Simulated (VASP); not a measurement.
# Ni (Fm-3m) in VASP: further runs

The runs below take Ni through single point, with PBE, PBE+D3(BJ), BLYP+D3(BJ), LDA.

Everything below comes from runs of VASP 6.6.1. Logs are shortened: lines on timing, memory, paths and dates and some standing lists are left out, and cuts for length are marked.

## 1. The cell of the first run

It takes space group Fm-3m (No. 225, cubic). The conventional cell has a = 3.475 Å, b = 3.475 Å, c = 3.475 Å, α = 90.00°, β = 90.00°, γ = 90.00°. Within 3.2 Å of Ni (site symmetry m-3m) lie 12 Ni at 2.46 Å.

## 2. Single point, PBE, collinear spin, ferromagnetic start

Input file INCAR:

```
SYSTEM = Ni
ALGO = Normal
EDIFF = 1E-6
ENCUT = 520
GGA = PE
ISIF = 2
ISMEAR = 0
ISPIN = 2
LASPH = .TRUE.
LCHARG = .TRUE.
LELF = .TRUE.
LMAXMIX = 4
LORBIT = 11
LREAL = .FALSE.
LVHAR = .TRUE.
LWAVE = .FALSE.
MAGMOM = 1
NBANDS = 15
NELM = 150
PREC = Accurate
SIGMA = 0.023
```

Input file KPOINTS:

```
k-points
0
G
  13 13 13
  0 0 0
```

Input file POSCAR:

```
Ni
1.0
    0.0000000000      1.7375729330      1.7375729330
    1.7375729330      0.0000000000      1.7375729330
    1.7375729330      1.7375729330      0.0000000000
Ni
1
Direct
    0.0000000000      0.0000000000      0.0000000000
```

Potentials or basis: VASP PAW PBE potentials, release 64 (Ni).

The run is started by

```sh
$ cat potpaw_PBE.64/Ni/POTCAR > POTCAR
$ mpirun -np 1 vasp_std > vasp.out
```

OUTCAR:

```text
SYSTEM = Ni
   EDIFF = 1E-6
   ENCUT = 520
   GGA = PE
   ISIF = 2
   ISMEAR = 0
   ISPIN = 2
   LASPH = .TRUE.
   LORBIT = 11
   LREAL = .FALSE.
   NELM = 150
   PREC = Accurate

 ion  position               nearest neighbor table
   1  0.000  0.000  0.000-

  LATTYP: Found a face centered cubic cell.
 ALAT       =     3.4751458660

  Lattice vectors:

 A1 = (   0.0000000000,   1.7375729330,   1.7375729330)
 A2 = (   1.7375729330,   0.0000000000,   1.7375729330)
 A3 = (   1.7375729330,   1.7375729330,   0.0000000000)

Analysis of symmetry for initial positions (statically):
=====================================================================
 Subroutine PRICEL returns:
 Original cell was already a primitive cell.

 Routine SETGRP: Setting up the symmetry group for a
 face centered cubic supercell.

 Subroutine GETGRP returns: Found 48 space group operations
 (whereof 48 operations were pure point group operations)
 out of a pool of 48 trial point group operations.

The static configuration has the point symmetry O_h .

Analysis of symmetry for dynamics (positions and initial velocities):
=====================================================================
 Subroutine PRICEL returns:
 Original cell was already a primitive cell.

 Routine SETGRP: Setting up the symmetry group for a
 face centered cubic supercell.

 Subroutine GETGRP returns: Found 48 space group operations
 (whereof 48 operations were pure point group operations)
 out of a pool of 48 trial point group operations.

The dynamic configuration has the point symmetry O_h .

Analysis of structural, dynamic, and magnetic symmetry:
=====================================================================
 Subroutine PRICEL returns:
 Original cell was already a primitive cell.

 Routine SETGRP: Setting up the symmetry group for a
 face centered cubic supercell.

 Subroutine GETGRP returns: Found 48 space group operations
 (whereof 48 operations were pure point group operations)
 out of a pool of 48 trial point group operations.

The overall configuration has the point symmetry O_h .

 Subroutine INISYM returns: Found 48 space group operations
 (whereof 48 operations are pure point group operations),
 and found     1 'primitive' translations

----------------------------------------------------------------------------------------

                                     Primitive cell

  volume of cell :      10.4920

  direct lattice vectors                    reciprocal lattice vectors
     0.000000000  1.737572933  1.737572933    -0.287757705  0.287757705  0.287757705
     1.737572933  0.000000000  1.737572933     0.287757705 -0.287757705  0.287757705
     1.737572933  1.737572933  0.000000000     0.287757705  0.287757705 -0.287757705

  length of vectors
     2.457299207  2.457299207  2.457299207     0.498410966  0.498410966  0.498410966

  position of ions in fractional coordinates (direct lattice)
     0.000000000  0.000000000  0.000000000

  ion indices of the primitive-cell ions
   primitive index   ion index
                 1           1

----------------------------------------------------------------------------------------

 KPOINTS: k-points

Automatic generation of k-mesh.
 Grid dimensions read from file:
 generate k-points for:   13   13   13

 Generating k-lattice:

  Cartesian coordinates                     Fractional coordinates (reciprocal lattice)
    -0.022135208  0.022135208  0.022135208     0.076923077  0.000000000  0.000000000
     0.022135208 -0.022135208  0.022135208     0.000000000  0.076923077  0.000000000
     0.022135208  0.022135208 -0.022135208     0.000000000  0.000000000  0.076923077

  Length of vectors
     0.038339305  0.038339305  0.038339305

  Shift w.r.t. Gamma in fractional coordinates (k-lattice)
     0.000000000  0.000000000  0.000000000

 Subroutine IBZKPT returns following result:
 ===========================================

 Found     84 irreducible k-points:

 Following reciprocal coordinates:
            Coordinates               Weight
  0.000000  0.000000  0.000000      1.000000
  0.076923  0.000000  0.000000      8.000000
  0.153846  0.000000  0.000000      8.000000
  0.230769  0.000000  0.000000      8.000000
  0.307692  0.000000  0.000000      8.000000
  0.384615  0.000000  0.000000      8.000000
[... 16 lines left out ...]
  0.384615  0.153846  0.000000     24.000000
  0.461538  0.153846  0.000000     24.000000
 [... further k-points ...]
   k-points           NKPTS =     84   k-points in BZ     NKDIM =     84   number of bands    NBANDS=     15
   number of dos      NEDOS =    301   number of ions     NIONS =      1
   total plane-waves  NPLWV =   5832
   dimension x,y,z NGX =    18 NGY =   18 NGZ =   18
   dimension x,y,z NGXF=    36 NGYF=   36 NGZF=   36
   ions per type =               1
   NGX,Y,Z   is equivalent  to a cutoff of  12.18, 12.18, 12.18 a.u.
   NGXF,Y,Z  is equivalent  to a cutoff of  24.36, 24.36, 24.36 a.u.
 SYSTEM =  Ni
   PREC   = accura    normal or accurate (medium, high low for compatibility)
   ISTART =      0    job   : 0-new  1-cont  2-samecut
   ICHARG =      2    charge: 1-file 2-atom 10-const
   ISPIN  =      2    spin polarized calculation?
   LNONCOLLINEAR =      F non collinear calculations
   LSORBIT =      F    spin-orbit coupling
   LASPH  =      T    aspherical Exc in radial PAW
   ENCUT  =  520.0 eV  38.22 Ry    6.18 a.u.   4.57  4.57  4.57*2*pi/ulx,y,z
   NELM   =    150;   NELMIN=  2; NELMDL= -5     # of ELM steps
   EDIFF  = 0.1E-05   stopping-criterion for ELM
   LREAL  =      F    real-space projection
   EDIFFG = 0.1E-04   stopping-criterion for IOM
   NSW    =      0    number of steps for IOM
   IBRION =     -1    ionic relax: 0-MD 1-quasi-New 2-CG
   NFREE  =      0    steps in history (QN), initial steepest desc. (CG)
   ISIF   =      2    stress and relaxation
   ISYM   =      2    0-nonsym 1-usesym 2-fastsym
   POTIM  = 0.5000    time-step for ionic-motion
   TEBEG  =    0.0;   TEEND  =   0.0 temperature during run
   PSTRESS=    0.0 pullay stress
   NELECT =      10.0000    total number of electrons
   NUPDOWN=      -1.0000    fix difference up-down
   EMIN   =  10.00;   EMAX   =-10.00  energy-range for DOS
   EFERMI =   0.00;   METHOD = LEGACY
   ISMEAR =     0;   SIGMA  =   0.02  broadening in eV -4-tet -1-fermi 0-gaus
   EFERMI_NEDOS =   21; number of points for ismear=-14 and -15
   IALGO  =     38    algorithm
   IMIX   =      4    mixing-type and parameters
     AMIX     =   0.40;   BMIX     =  1.00
     AMIX_MAG =   1.60;   BMIX_MAG =  1.00
  volume/ion in A,a.u.               =      10.49        70.80
  Fermi-wavevector in a.u.,A,eV,Ry     =   1.611097  3.044533 35.315755  2.595635
  Thomas-Fermi vector in A             =   2.706542
   LORBIT       =     11    0 simple, 1 ext, 2 COOP (PROOUT), +10 PAW based schemes
   GGA     = PE    functional components
   LHFCALC =     F    Hartree Fock is set to
   AEXX    =    0.0000 exact exchange contribution
   IVDW    =     0    specifies the selected vdW correction
   LEPSILON=     F    determine dielectric tensor
   LRPA    =     F    only Hartree local field effects (RPA)
 spin polarized calculation
 Gauss-broadening in eV      SIGMA  =   0.02
  energy-cutoff  :      520.00
  volume of cell :       10.49
 maximum number of plane-waves:       296
   NGX =  9   NGY =  9   NGZ =  9

 number of electron      10.0000000 magnetization       1.0000000

 number of electron       9.9999998 magnetization       0.6214403

 Free energy of the ion-electron system (eV)
  ---------------------------------------------------
  ext. energy  EPLUGINS =         0.00000000
  ---------------------------------------------------
  free energy    TOTEN  =        -5.46453726 eV

  energy without entropy =       -5.46410451  energy(sigma->0) =       -5.46432089

 E-fermi :   9.9179     XC(G=0): -13.4712

 val. band max:        9.9019723329   @ k =   0.3846   0.3846   0.0000
 cond. band min:       9.9210822554   @ k =   0.3846   0.0769   0.0000
 fundamental gap:      0.0191099225
 Fermi energy:         9.9178987487

 spin component 1

 k-point     1 :       0.0000    0.0000    0.0000
  band No.  band energies     occupation
      1       0.6315      1.00000
      2       7.3700      1.00000
      3       7.3700      1.00000
      4       7.3700      1.00000
      5       8.6167      1.00000
      6       8.6167      1.00000
      7      33.9261      0.00000
      8      38.0785      0.00000
      9      38.0785      0.00000
     10      38.0785      0.00000
     11      41.1398      0.00000
     12      41.1398      0.00000
     13      41.1398      0.00000
     14      44.0144      0.00000
     15      50.7364      0.00000
[... 397 lines left out ...]
 k-point    24 :       0.4615    0.1538    0.0000
  band No.  band energies     occupation
      1       5.2230      1.00000
      2       6.9568      1.00000
      3       7.3947      1.00000
      4       7.8021      1.00000
      5       9.3337      1.00000
      6      10.7726      0.00000
      7      18.0534      0.00000
      8      29.0985      0.00000
      9      30.8745      0.00000
     10      33.0362      0.00000
     11      43.1486      0.00000
     12      43.4431      0.00000
     13      46.5478      0.00000
     14      49.8250      0.00000
     15      56.0248      0.00000

 [... further k-points ...]

 spin component 2

 k-point     1 :       0.0000    0.0000    0.0000
  band No.  band energies     occupation
      1       0.6040      1.00000
      2       8.1216      1.00000
      3       8.1216      1.00000
      4       8.1216      1.00000
      5       9.1862      1.00000
      6       9.1862      1.00000
      7      33.7805      0.00000
      8      38.0568      0.00000
      9      38.0568      0.00000
     10      38.0568      0.00000
     11      41.2521      0.00000
     12      41.2521      0.00000
     13      41.2521      0.00000
     14      43.8987      0.00000
     15      50.9527      0.00000
[... 397 lines left out ...]
 k-point    24 :       0.4615    0.1538    0.0000
  band No.  band energies     occupation
      1       5.5887      1.00000
      2       7.3707      1.00000
      3       7.9932      1.00000
      4       8.4296      1.00000
      5      10.0780      0.00000
      6      11.2353      0.00000
      7      18.3253      0.00000
      8      29.1309      0.00000
      9      30.9537      0.00000
     10      33.0936      0.00000
     11      43.1316      0.00000
     12      43.4747      0.00000
     13      46.6036      0.00000
     14      50.0399      0.00000
     15      57.3789      0.00000

 [... further k-points ...]
[... 5 lines left out ...]
  --------------------------------------------------------------------------------------
  -------------------------------------------------------------------------------------
  Total        0.5037369      0.5037369      0.5037369      0.0000000      0.0000000      0.0000000
  in kB       76.9228186     76.9228186     76.9228186      0.0000000      0.0000000      0.0000000
  external PRESSURE =      76.9228186 kB  Pullay stress =       0.0000000 kB

 VOLUME and BASIS-vectors are now :
 -----------------------------------------------------------------------------
  energy-cutoff  :      520.00
  volume of cell :       10.49
      direct lattice vectors                 reciprocal lattice vectors
     0.000000000  1.737572933  1.737572933    -0.287757705  0.287757705  0.287757705
     1.737572933  0.000000000  1.737572933     0.287757705 -0.287757705  0.287757705
     1.737572933  1.737572933  0.000000000     0.287757705  0.287757705 -0.287757705

 POSITION                                       TOTAL-FORCE (eV/Angst)
 -----------------------------------------------------------------------------------
      0.00000      0.00000      0.00000        -0.000000     -0.000000      0.000000
 -----------------------------------------------------------------------------------
    total drift:                               -0.000000     -0.000000     -0.000000

  FREE ENERGIE OF THE ION-ELECTRON SYSTEM (eV)
  ---------------------------------------------------
  free  energy   TOTEN  =        -5.4645372629 eV

  energy  without entropy=       -5.4641045108  energy(sigma->0) =       -5.46432089

 total charge

# of ion       s       p       d       tot
------------------------------------------
    1        0.513   0.531   8.332   9.377

 magnetization (x)

# of ion       s       p       d       tot
------------------------------------------
    1       -0.005  -0.024   0.659   0.630
```

It took 22 s on 1 thread of Intel Xeon 8259CL, shared host; peak memory 0.14 GiB.

What came out:

```yaml
Free_energy: -5.4645 eV
Pressure: 7.7 GPa
Net_moment: 0.62 μB per cell
Site_moments: Ni +0.63 μB
Valence_electrons_inside_the_program's_atomic_spheres: Ni 9.38
```

## 3. Single point, PBE+D3(BJ), collinear spin, ferromagnetic start

This run uses another cell than the first one, of 10.52 Å³/atom, 1.002 times its volume.

Input file INCAR:

```
SYSTEM = Ni
PREC = Accurate ; ENCUT = 520
EDIFF = 1E-7 ; ISMEAR = -1
SIGMA = 0.05 ; LREAL = .FALSE.
LASPH = .TRUE. ; NELM = 150
ALGO = Normal ; ISIF = 2
LWAVE = .FALSE. ; LCHARG = .FALSE.
ISPIN = 2 ; MAGMOM = 1
LORBIT = 11 ; LMAXMIX = 4
GGA = PE ; IVDW = 12
NBANDS = 15
```

Input file KPOINTS:

```
regular mesh
0
G
  13 13 13
  0 0 0
```

Input file POSCAR:

```
Ni
1.0
    0.0000000000      1.7389257205      1.7389257205
    1.7389257205      0.0000000000      1.7389257205
    1.7389257205      1.7389257205      0.0000000000
Ni
1
Direct
    0.0000000000      0.0000000000      0.0000000000
```

Potentials or basis: VASP PAW PBE potentials, release 64 (Ni).

The run is started by

```sh
$ cat potpaw_PBE.64/Ni/POTCAR > POTCAR
$ mpirun -np 1 vasp_std > vasp.out
```

OUTCAR:

```text
SYSTEM = Ni
   PREC = Accurate
   ENCUT = 520
   EDIFF = 1E-7
   ISMEAR = -1
   LREAL = .FALSE.
   LASPH = .TRUE.
   NELM = 150
   ISIF = 2
   ISPIN = 2
   LORBIT = 11
   GGA = PE
   IVDW = 12
 IVDW          = 12

 ion  position               nearest neighbor table
   1  0.000  0.000  0.000-

  LATTYP: Found a face centered cubic cell.
 ALAT       =     3.4778514410

  Lattice vectors:

 A1 = (   0.0000000000,   1.7389257205,   1.7389257205)
 A2 = (   1.7389257205,   0.0000000000,   1.7389257205)
 A3 = (   1.7389257205,   1.7389257205,   0.0000000000)

Analysis of symmetry for initial positions (statically):
=====================================================================
 Subroutine PRICEL returns:
 Original cell was already a primitive cell.

 Routine SETGRP: Setting up the symmetry group for a
 face centered cubic supercell.

 Subroutine GETGRP returns: Found 48 space group operations
 (whereof 48 operations were pure point group operations)
 out of a pool of 48 trial point group operations.

The static configuration has the point symmetry O_h .

Analysis of symmetry for dynamics (positions and initial velocities):
=====================================================================
 Subroutine PRICEL returns:
 Original cell was already a primitive cell.

 Routine SETGRP: Setting up the symmetry group for a
 face centered cubic supercell.

 Subroutine GETGRP returns: Found 48 space group operations
 (whereof 48 operations were pure point group operations)
 out of a pool of 48 trial point group operations.

The dynamic configuration has the point symmetry O_h .

Analysis of structural, dynamic, and magnetic symmetry:
=====================================================================
 Subroutine PRICEL returns:
 Original cell was already a primitive cell.

 Routine SETGRP: Setting up the symmetry group for a
 face centered cubic supercell.

 Subroutine GETGRP returns: Found 48 space group operations
[... 163 lines left out ...]
      3       7.3465      1.00000
      4       7.3465      1.00000
      5       8.5797      1.00000
      6       8.5797      1.00000
      7      33.8730      0.00000
      8      38.0041      0.00000
      9      38.0041      0.00000
     10      38.0041      0.00000
     11      41.0601      0.00000
     12      41.0601      0.00000
     13      41.0601      0.00000
     14      43.9388      0.00000
[... 403 lines left out ...]
      4       7.7725      1.00000
      5       9.2993      0.99999
      6      10.7360      0.00000
      7      18.0031      0.00000
      8      29.0379      0.00000
      9      30.8065      0.00000
     10      32.9678      0.00000
     11      43.0708      0.00000
     12      43.3615      0.00000
     13      46.4564      0.00000
     14      49.7355      0.00000
     15      55.9882      0.00000

 [... further k-points ...]

 spin component 2

 k-point     1 :       0.0000    0.0000    0.0000
  band No.  band energies     occupation
      1       0.5870      1.00000
      2       8.0933      1.00000
      3       8.0933      1.00000
      4       8.0933      1.00000
      5       9.1615      1.00000
      6       9.1615      1.00000
      7      33.7263      0.00000
      8      37.9863      0.00000
      9      37.9863      0.00000
     10      37.9863      0.00000
     11      41.1711      0.00000
     12      41.1711      0.00000
     13      41.1711      0.00000
     14      43.8215      0.00000
[... 403 lines left out ...]
      4       8.4046      1.00000
      5      10.0460      0.02800
      6      11.2000      0.00000
      7      18.2739      0.00000
      8      29.0718      0.00000
      9      30.8872      0.00000
     10      33.0251      0.00000
     11      43.0544      0.00000
     12      43.3943      0.00000
     13      46.5140      0.00000
     14      49.9478      0.00000
     15      57.3460      0.00000

 [... further k-points ...]

------------------------ aborting loop because EDIFF is reached ----------------------------------------

 Edisp (eV)   -0.47918

 E8    (eV) :    -0.2072

  FORCE on cell =-STRESS in cart. coord.  units (eV):
  Direction    XX          YY          ZZ          XY          YZ          ZX
  --------------------------------------------------------------------------------------
  -------------------------------------------------------------------------------------
  Total      -0.00882    -0.00882    -0.00882     0.00000     0.00000    -0.00000
  in kB      -1.34325    -1.34325    -1.34325     0.00000     0.00000    -0.00000
  external pressure =       -1.34 kB  Pullay stress =        0.00 kB

 VOLUME and BASIS-vectors are now :
 -----------------------------------------------------------------------------
  energy-cutoff  :      520.00
  volume of cell :       10.52
      direct lattice vectors                 reciprocal lattice vectors
     0.000000000  1.738925720  1.738925720    -0.287533846  0.287533846  0.287533846
     1.738925720  0.000000000  1.738925720     0.287533846 -0.287533846  0.287533846
     1.738925720  1.738925720  0.000000000     0.287533846  0.287533846 -0.287533846

 POSITION                                       TOTAL-FORCE (eV/Angst)
 -----------------------------------------------------------------------------------
      0.00000      0.00000      0.00000         0.000000      0.000000      0.000000
 -----------------------------------------------------------------------------------
    total drift:                                0.000000     -0.000000     -0.000000

  FREE ENERGIE OF THE ION-ELECTRON SYSTEM (eV)
  ---------------------------------------------------
  free  energy   TOTEN  =        -5.9510254319 eV

  energy  without entropy=       -5.9382740856  energy(sigma->0) =       -5.94464976

 total charge

# of ion       s       p       d       tot
------------------------------------------
    1        0.512   0.529   8.331   9.372

 magnetization (x)

# of ion       s       p       d       tot
------------------------------------------
    1       -0.006  -0.024   0.661   0.631
```

Wall time 23 s (1 thread of Intel Xeon 8259CL, shared host); peak memory 0.15 GiB.

Results:

* Free energy: -5.9510 eV
* Pressure: -0.1 GPa
* Net moment: 0.62 μB per cell
* Site moments: Ni +0.63 μB
* Valence electrons inside the program's atomic spheres: Ni 9.37
* Dispersion energy per atom: -0.479 eV

Caveat: pairwise dispersion overbinds metals, which lowers pressure and volume.

(Part 1 of 2 ends here.)
